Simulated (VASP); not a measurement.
# C (I4_1/amd) in VASP: a series of runs

The runs below take C through single point, relaxation of cell and atoms, with PBE.

All numbers are computed with VASP 6.6.1; they aren't measurements. Logs are shortened: lines on timing, memory, paths and dates and some standing lists are left out, and cuts for length are marked.

**1. The cell of the first run**

Symmetry: I4_1/amd, No. 141, tetragonal system. Conventional cell: a = 3.317 Å, b = 3.317 Å, c = 6.136 Å, α = 90.00°, β = 90.00°, γ = 90.00°. C (site symmetry 2) has 6 C at 1.43 to 1.89 Å within 1.9 Å.

**2. Single point, PBE, collinear spin, ferromagnetic start**

File INCAR:

```
  ALGO = Normal
  EDIFF = 1E-7
  ENCUT = 520
  GGA = PE
  ISIF = 2
  ISMEAR = 0
  ISPIN = 2
  LASPH = T
  LCHARG = F
  LORBIT = 11
  LREAL = F
  LWAVE = F
  MAGMOM = 1 1 1 1 1 1 1 1
  NBANDS = 30
  NELM = 150
  PREC = Accurate
  SIGMA = 0.1
```

File KPOINTS:

```
k-points
0
Gamma
  8 8 8
```

File POSCAR:

```
C
1.0
   -1.6583537900      1.6583537900      3.0681311100
    1.6583537900     -1.6583537900      3.0681311100
    1.6583537900      1.6583537900     -3.0681311100
C
8
Direct
    0.8750000000      0.9100961200      0.5350961200
    0.3750000000      0.3399038800      0.4649038800
    0.6600961200      0.6250000000      0.5350961200
    0.0899038800      0.1250000000      0.4649038800
    0.8750000000      0.3399038800      0.9649038800
    0.3750000000      0.9100961200      0.0350961200
    0.0899038800      0.6250000000      0.9649038800
    0.6600961200      0.1250000000      0.0350961200
```

Potentials or basis: VASP PAW PBE potentials, release 64 (C).

On the command line:

```sh
$ cat potpaw_PBE.64/C/POTCAR > POTCAR
$ mpirun -np 1 vasp_std > vasp.out
```

OUTCAR:

```text
EDIFF = 1E-7
   ENCUT = 520
   GGA = PE
   ISIF = 2
   ISMEAR = 0
   ISPIN = 2
   LASPH = T
   LORBIT = 11
   LREAL = F
   NELM = 150
   PREC = Accurate

 ion  position               nearest neighbor table
   1  0.875  0.910  0.535-   5 1.43   4 1.54   3 1.54   6 1.66   6 1.66   5 1.89
   2  0.375  0.340  0.465-   6 1.43   4 1.54   3 1.54   5 1.66   5 1.66   6 1.89
   3  0.660  0.625  0.535-   7 1.43   2 1.54   1 1.54   8 1.66   8 1.66   7 1.89
   4  0.090  0.125  0.465-   8 1.43   2 1.54   1 1.54   7 1.66   7 1.66   8 1.89
   5  0.875  0.340  0.965-   1 1.43   7 1.54   8 1.54   2 1.66   2 1.66   1 1.89
   6  0.375  0.910  0.035-   2 1.43   7 1.54   8 1.54   1 1.66   1 1.66   2 1.89
   7  0.090  0.625  0.965-   3 1.43   5 1.54   6 1.54   4 1.66   4 1.66   3 1.89
   8  0.660  0.125  0.035-   4 1.43   5 1.54   6 1.54   3 1.66   3 1.66   4 1.89

  LATTYP: Found a body centered tetragonal cell.
 ALAT       =     3.3167075800
 C/A-ratio  =     1.8501064902

  Lattice vectors:

 A1 = (  -1.6583537900,   1.6583537900,   3.0681311100)
 A2 = (   1.6583537900,  -1.6583537900,   3.0681311100)
 A3 = (   1.6583537900,   1.6583537900,  -3.0681311100)

Analysis of symmetry for initial positions (statically):
=====================================================================
 Subroutine PRICEL returns:
 Original cell was already a primitive cell.

 Routine SETGRP: Setting up the symmetry group for a
 body centered tetragonal supercell.

 Subroutine GETGRP returns: Found 16 space group operations
 (whereof  8 operations were pure point group operations)
 out of a pool of 16 trial point group operations.

The static configuration has the point symmetry D_2d.
 The point group associated with its full space group is D_4h.

Analysis of symmetry for dynamics (positions and initial velocities):
=====================================================================
 Subroutine PRICEL returns:
 Original cell was already a primitive cell.

 Routine SETGRP: Setting up the symmetry group for a
 body centered tetragonal supercell.

 Subroutine GETGRP returns: Found 16 space group operations
 (whereof  8 operations were pure point group operations)
 out of a pool of 16 trial point group operations.

The dynamic configuration has the point symmetry D_2d.
 The point group associated with its full space group is D_4h.

Analysis of structural, dynamic, and magnetic symmetry:
=====================================================================
 Subroutine PRICEL returns:
 Original cell was already a primitive cell.

 Routine SETGRP: Setting up the symmetry group for a
 body centered tetragonal supercell.

[... 164 lines left out ...]
  free energy    TOTEN  =       -47.21174616 eV

  energy without entropy =      -47.20212282  energy(sigma->0) =      -47.20693449

 E-fermi :  15.4851     XC(G=0): -15.1759

 val. band max:       15.4741191729   @ k =   0.2500   0.2500  -0.0000
 cond. band min:      15.4949607184   @ k =  -0.3750  -0.3750   0.1250
 fundamental gap:      0.0208415455
 Fermi energy:        15.4851058370

 spin component 1

 k-point     1 :       0.0000    0.0000    0.0000
  band No.  band energies     occupation
      1     -11.4661      1.00000
      2      -0.8429      1.00000
      3       0.4467      1.00000
      4       2.1000      1.00000
      5       2.1000      1.00000
      6       2.5120      1.00000
[... 733 lines left out ...]
     27      29.4589      0.00000
     28      30.9207      0.00000

 [... further k-points ...]

 spin component 2

 k-point     1 :       0.0000    0.0000    0.0000
  band No.  band energies     occupation
      1     -11.4661      1.00000
      2      -0.8429      1.00000
      3       0.4467      1.00000
      4       2.1000      1.00000
      5       2.1000      1.00000
      6       2.5120      1.00000
[... 733 lines left out ...]
     27      29.4589      0.00000
     28      30.9207      0.00000

 [... further k-points ...]

 [bands above 28 left out]

------------------------ aborting loop because EDIFF is reached ----------------------------------------

  FORCE on cell =-STRESS in cart. coord.  units (eV):
  Direction    XX          YY          ZZ          XY          YZ          ZX
  --------------------------------------------------------------------------------------
  -------------------------------------------------------------------------------------
  Total       40.7643038     40.7643038     40.7119728      0.0000000      0.0000000      0.0000000
  in kB     1935.0951795   1935.0951795   1932.6110100      0.0000000      0.0000000      0.0000000
  external PRESSURE =    1934.2671230 kB  Pullay stress =       0.0000000 kB

 VOLUME and BASIS-vectors are now :
 -----------------------------------------------------------------------------
  energy-cutoff  :      520.00
  volume of cell :       33.75
      direct lattice vectors                 reciprocal lattice vectors
    -1.658353790  1.658353790  3.068131110     0.000000000  0.301503818  0.162965656
     1.658353790 -1.658353790  3.068131110     0.301503818  0.000000000  0.162965656
     1.658353790  1.658353790 -3.068131110     0.301503818  0.301503818  0.000000000

 POSITION                                       TOTAL-FORCE (eV/Angst)
 -----------------------------------------------------------------------------------
      0.94558      0.82918      3.83516        -0.705203      0.000000      0.000000
      0.71277      0.82918      0.76703         0.705203      0.000000      0.000000
      0.82918      0.94558      2.30110         0.000000     -0.705203      0.000000
      0.82918      0.71277     -0.76703         0.000000      0.705203      0.000000
      0.71277      2.48753      0.76703         0.705203      0.000000      0.000000
      0.94558     -0.82918      3.83516        -0.705203      0.000000      0.000000
      2.48753      0.71277     -0.76703         0.000000      0.705203      0.000000
     -0.82918      0.94558      2.30110         0.000000     -0.705203      0.000000
 -----------------------------------------------------------------------------------
    total drift:                               -0.000000     -0.000000     -0.000000

  FREE ENERGIE OF THE ION-ELECTRON SYSTEM (eV)
  ---------------------------------------------------
  free  energy   TOTEN  =       -47.2117461638 eV

  energy  without entropy=      -47.2021228240  energy(sigma->0) =      -47.20693449

 total charge

# of ion       s       p       d       tot
------------------------------------------
    1        0.888   1.792   0.000   2.679
    2        0.888   1.792   0.000   2.679
    3        0.888   1.792   0.000   2.679
    4        0.888   1.792   0.000   2.679
    5        0.888   1.792   0.000   2.679
    6        0.888   1.792   0.000   2.679
    7        0.888   1.792   0.000   2.679
    8        0.888   1.792   0.000   2.679
--------------------------------------------------
tot          7.102  14.334   0.000  21.436

 magnetization (x)

# of ion       s       p       d       tot
------------------------------------------
    1       -0.000  -0.000   0.000  -0.000
    2       -0.000  -0.000   0.000  -0.000
    3       -0.000  -0.000   0.000  -0.000
    4       -0.000  -0.000   0.000  -0.000
    5       -0.000  -0.000   0.000  -0.000
    6       -0.000  -0.000   0.000  -0.000
    7       -0.000  -0.000   0.000  -0.000
    8       -0.000  -0.000   0.000  -0.000
--------------------------------------------------
tot         -0.000  -0.000   0.000  -0.000
```

stdout:

```text
POSCAR found type information on POSCAR C
 POSCAR found :  1 types and       8 ions
 scaLAPACK will be used
 LDA part: xc-table for (Slater+PW92), standard interpolation
 POSCAR, INCAR and KPOINTS ok, starting setup
 FFT: planning ... GRIDC
 FFT: planning ... GRID_SOFT
 FFT: planning ... GRID
 WAVECAR not read
 entering main loop
```

Run time: 2.6 min. Hardware: 1 thread of Intel Xeon 6975P-C, shared host; peak memory 0.23 GiB.

Results:

- Free energy: -47.2117 eV
- Pressure: 193.4 GPa
- Largest force: 0.705 eV/Å
- Band gap on the k mesh: zero (filled and empty bands overlap)
- Net moment: 0.00 μB per cell
- Valence electrons inside the program's atomic spheres: C 2.68

Forces on the atoms (eV/Å):
```
C   -0.705  0.000  0.000
C    0.705  0.000  0.000
C    0.000 -0.705  0.000
C    0.000  0.705  0.000
C    0.705  0.000  0.000
C   -0.705  0.000  0.000
C    0.000  0.705  0.000
C    0.000 -0.705  0.000
```

Levels at points of the mesh, in eV from the Fermi level:
Spin up:
| k point | band 12 | band 13 | band 14 | band 15 | band 16 | band 17 | band 18 | band 19 | band 20 | band 21 |
| --- | --- | --- | --- | --- | --- | --- | --- | --- | --- | --- |
| (0.00, 0.00, 0.00) | -8.11 | -8.11 | -3.24 | -2.40 | -0.53 | -0.53 | 6.84 | 8.00 | 8.00 | 9.77 |
| (0.50, 0.00, 0.00) | -7.10 | -4.70 | -4.28 | -3.37 | -0.31 | 0.43 | 3.18 | 4.20 | 4.84 | 7.68 |
| (0.50, 0.50, 0.00) | -3.66 | -0.87 | -0.87 | 0.56 | 0.56 | 1.40 | 1.40 | 2.38 | 2.38 | 4.33 |
| (0.50, 0.50, 0.50) | -6.12 | -4.88 | -4.88 | -2.85 | -2.85 | 0.78 | 0.78 | 0.80 | 0.80 | 8.44 |
Spin down:
| k point | band 12 | band 13 | band 14 | band 15 | band 16 | band 17 | band 18 | band 19 | band 20 | band 21 |
| --- | --- | --- | --- | --- | --- | --- | --- | --- | --- | --- |
| (0.00, 0.00, 0.00) | -8.11 | -8.11 | -3.24 | -2.40 | -0.53 | -0.53 | 6.84 | 8.00 | 8.00 | 9.77 |
| (0.50, 0.00, 0.00) | -7.10 | -4.70 | -4.28 | -3.37 | -0.31 | 0.43 | 3.18 | 4.20 | 4.84 | 7.68 |
| (0.50, 0.50, 0.00) | -3.66 | -0.87 | -0.87 | 0.56 | 0.56 | 1.40 | 1.40 | 2.38 | 2.38 | 4.33 |
| (0.50, 0.50, 0.50) | -6.12 | -4.88 | -4.88 | -2.85 | -2.85 | 0.78 | 0.78 | 0.80 | 0.80 | 8.44 |

**3. Relaxation of cell and atoms, PBE**

This run uses another cell than the first one, of 8.49 Å³/atom, 2.013 times its volume.

File INCAR:

```
PREC     = Accurate       # precision mode
ENCUT    = 600            # plane-wave cutoff, eV
EDIFF    = 1E-6           # SCF threshold, eV
ISMEAR   = 0              # smearing method
SIGMA    = 0.02           # smearing width, eV
LREAL    = False          # projectors in reciprocal space
LASPH    = True           # aspherical terms in the spheres
NELM     = 60             # most SCF steps
ALGO     = Normal         # electronic algorithm
ISIF     = 3              # what is computed and relaxed
LWAVE    = False          # write WAVECAR
LCHARG   = False          # write CHGCAR
GGA      = PE             # functional
IBRION   = 2              # ionic algorithm
NSW      = 100            # ionic steps
EDIFFG   = -0.01          # ionic threshold
```

File KPOINTS:

```
Automatic mesh
0
Gamma
  8 8 8
```

File POSCAR:

```
C
1.0
   -2.9762164660      2.9762164660      1.9179759903
    2.9762164660     -2.9762164660      1.9179759903
    2.9762164660      2.9762164660     -1.9179759903
C
8
Direct
    0.8750000000      0.0114307224      0.6364307224
    0.3750000000      0.2385692776      0.3635692776
    0.7614307224      0.6250000000      0.6364307224
    0.9885692776      0.1250000000      0.3635692776
    0.8750000000      0.2385692776      0.8635692776
    0.3750000000      0.0114307224      0.1364307224
    0.9885692776      0.6250000000      0.8635692776
    0.7614307224      0.1250000000      0.1364307224
```

Potentials or basis: VASP PAW PBE potentials, release 64 (C).

On the command line:

```sh
$ cat potpaw_PBE.64/C/POTCAR > POTCAR
$ mpirun -np 1 vasp_std > vasp.out
```

OUTCAR:

```text
PREC = Accurate
   ENCUT = 600
   EDIFF = 1E-6
   ISMEAR = 0
   LREAL = False
   LASPH = True
   NELM = 60
   ISIF = 3
   GGA = PE
   IBRION = 2
   NSW = 100
   EDIFFG = -0.01

 ion  position               nearest neighbor table
   1  0.875  0.011  0.636-   5 1.35   4 1.50   3 1.50
   2  0.375  0.239  0.364-   6 1.35   3 1.50   4 1.50
   3  0.761  0.625  0.636-   7 1.35   2 1.50   1 1.50
   4  0.989  0.125  0.364-   8 1.35   1 1.50   2 1.50
   5  0.875  0.239  0.864-   1 1.35   8 1.50   7 1.50
   6  0.375  0.011  0.136-   2 1.35   7 1.50   8 1.50
   7  0.989  0.625  0.864-   3 1.35   6 1.50   5 1.50
   8  0.761  0.125  0.136-   4 1.35   5 1.50   6 1.50

  LATTYP: Found a body centered tetragonal cell.
 ALAT       =     5.9524329320
 C/A-ratio  =     0.6444343052

  Lattice vectors:

 A1 = (  -2.9762164660,   2.9762164660,   1.9179759903)
 A2 = (   2.9762164660,  -2.9762164660,   1.9179759903)
 A3 = (   2.9762164660,   2.9762164660,  -1.9179759903)

Analysis of symmetry for initial positions (statically):
=====================================================================
 Subroutine PRICEL returns:
 Original cell was already a primitive cell.

 Routine SETGRP: Setting up the symmetry group for a
 body centered tetragonal supercell.

 Subroutine GETGRP returns: Found 16 space group operations
 (whereof  8 operations were pure point group operations)
 out of a pool of 16 trial point group operations.

The static configuration has the point symmetry D_2d.
 The point group associated with its full space group is D_4h.

Analysis of symmetry for dynamics (positions and initial velocities):
=====================================================================
 Subroutine PRICEL returns:
 Original cell was already a primitive cell.

 Routine SETGRP: Setting up the symmetry group for a
 body centered tetragonal supercell.

 Subroutine GETGRP returns: Found 16 space group operations
[... 143 lines left out ...]
   AEXX    =    0.0000 exact exchange contribution
   IVDW    =     0    specifies the selected vdW correction
   LEPSILON=     F    determine dielectric tensor
   LRPA    =     F    only Hartree local field effects (RPA)
 conjugate gradient relaxation of ions
 non-spin polarized calculation
 Gauss-broadening in eV      SIGMA  =   0.02
  energy-cutoff  :      600.00
  volume of cell :       67.96
 maximum number of plane-waves:      2284
 NGX is ok and might be reduce to    40
   NGX = 19   NGY = 19   NGZ = 19

--------------------------------------- Ionic step        1  -------------------------------------------

 number of electron      32.0000003 magnetization

 Free energy of the ion-electron system (eV)
  ---------------------------------------------------
  ext. energy  EPLUGINS =         0.00000000
  ---------------------------------------------------
  free energy    TOTEN  =       -69.79260490 eV

  energy without entropy =      -69.79260490  energy(sigma->0) =      -69.79260490

------------------------ aborting loop because EDIFF is reached ----------------------------------------

  FORCE on cell =-STRESS in cart. coord.  units (eV):
  Direction    XX          YY          ZZ          XY          YZ          ZX
  --------------------------------------------------------------------------------------
  -------------------------------------------------------------------------------------
  Total       -0.0162735     -0.0162735     -0.1576243      0.0000000     -0.0000000      0.0000000
  in kB       -0.3836722     -0.3836722     -3.7162207      0.0000000     -0.0000000      0.0000000
  external PRESSURE =      -1.4945217 kB  Pullay stress =       0.0000000 kB
[... 155 lines left out ...]
--------------------------------------- Ionic step        5  -------------------------------------------

 number of electron      32.0000003 magnetization

 Free energy of the ion-electron system (eV)
  ---------------------------------------------------
  ext. energy  EPLUGINS =         0.00000000
  ---------------------------------------------------
  free energy    TOTEN  =       -69.79270572 eV

  energy without entropy =      -69.79270572  energy(sigma->0) =      -69.79270572

 E-fermi :   3.6381     XC(G=0): -10.6935

 val. band max:        3.5318739958   @ k =   0.3750   0.2500   0.1250
 cond. band min:       5.9193370737   @ k =  -0.3750   0.3750   0.0000
 fundamental gap:      2.3874630779
 Fermi energy:         3.6380977181

 k-point     1 :       0.0000    0.0000    0.0000
  band No.  band energies     occupation
      1     -14.2632      2.00000
      2      -9.8682      2.00000
      3      -9.6407      2.00000
      4      -9.6407      2.00000
      5      -6.1124      2.00000
      6      -5.6683      2.00000
[... 565 lines left out ...]
     20       9.7720      0.00000
     21      12.7531      0.00000

 [... further k-points ...]

------------------------ aborting loop because EDIFF is reached ----------------------------------------

  FORCE on cell =-STRESS in cart. coord.  units (eV):
  Direction    XX          YY          ZZ          XY          YZ          ZX
  --------------------------------------------------------------------------------------
  -------------------------------------------------------------------------------------
  Total        0.0280969      0.0280969     -0.0279294      0.0000000     -0.0000000      0.0000000
  in kB        0.6630519      0.6630519     -0.6590993      0.0000000     -0.0000000      0.0000000
  external PRESSURE =       0.2223348 kB  Pullay stress =       0.0000000 kB
[... 23 lines left out ...]
  FREE ENERGIE OF THE ION-ELECTRON SYSTEM (eV)
  ---------------------------------------------------
  free  energy   TOTEN  =       -69.7927057202 eV

  energy  without entropy=      -69.7927057202  energy(sigma->0) =      -69.79270572

 reached required accuracy - stopping structural energy minimisation
```

Run time: 4.5 min. Hardware: 1 thread of Intel Xeon 6975P-C, shared host; peak memory 0.27 GiB.

What came out:

| Item | Value |
| --- | --- |
| Free energy | -69.7927 eV |
| Relaxed volume | 8.49 Å³/atom |
| Relaxed cell | a = 4.624 Å, b = 4.624 Å, c = 4.624 Å, α = 99.90°, β = 99.90°, γ = 131.02° |
| Space group after relaxing (to 0.05 Å) | I4_1/amd (No. 141) |
| Energy gained by relaxing | 0.0 meV/atom |
| Ionic steps | 5 |
| Pressure after relaxing | 0.0 GPa |
| Band gap on the k mesh | 2.39 eV, indirect (least direct gap 2.69 eV) |

Forces on the atoms (eV/Å):
```
C    0.003  0.000  0.000
C   -0.003  0.000  0.000
C    0.000  0.003  0.000
C    0.000 -0.003  0.000
C   -0.003  0.000  0.000
C    0.003  0.000  0.000
C    0.000 -0.003  0.000
C    0.000  0.003  0.000
```

The path:
```csv
step,energy change (eV),largest force (eV/Å),pressure (GPa),volume (Å³)
1,0.0000,0.0390,-0.15,67.96
2,0.0012,0.1961,-0.18,67.88
3,-0.0001,0.0062,-0.17,67.94
4,-0.0001,0.0006,0.16,67.86
5,-0.0001,0.0029,0.02,67.89
```

Final structure:
```
C
1.0
    -2.97561    2.97561    1.91694
     2.97561   -2.97561    1.91694
     2.97561    2.97561   -1.91694
C
8
Direct
  0.87500 0.01137 0.63637
  0.37500 0.23863 0.36363
  0.76137 0.62500 0.63637
  0.98863 0.12500 0.36363
  0.87500 0.23863 0.86363
  0.37500 0.01137 0.13637
  0.98863 0.62500 0.86363
  0.76137 0.12500 0.13637
```

Levels at points of the mesh, in eV from the valence-band top:
| k point | band 12 | band 13 | band 14 | band 15 | band 16 | band 17 | band 18 | band 19 | band 20 | band 21 |
| --- | --- | --- | --- | --- | --- | --- | --- | --- | --- | --- |
| (0.00, 0.00, 0.00) | -2.90 | -1.64 | -1.64 | -1.49 | -0.09 | 3.11 | 3.11 | 4.75 | 7.45 | 8.32 |
| (0.50, 0.00, 0.00) | -2.84 | -2.33 | -1.19 | -0.92 | -0.13 | 3.56 | 4.36 | 4.80 | 6.65 | 8.80 |
| (0.50, 0.50, 0.00) | -4.59 | -1.64 | -1.64 | -0.59 | -0.59 | 2.61 | 2.61 | 6.06 | 6.06 | 10.16 |
| (0.50, 0.50, 0.50) | -5.10 | -1.67 | -1.67 | -0.40 | -0.40 | 2.92 | 2.92 | 6.69 | 6.69 | 8.42 |

A k mesh can miss the band edges.
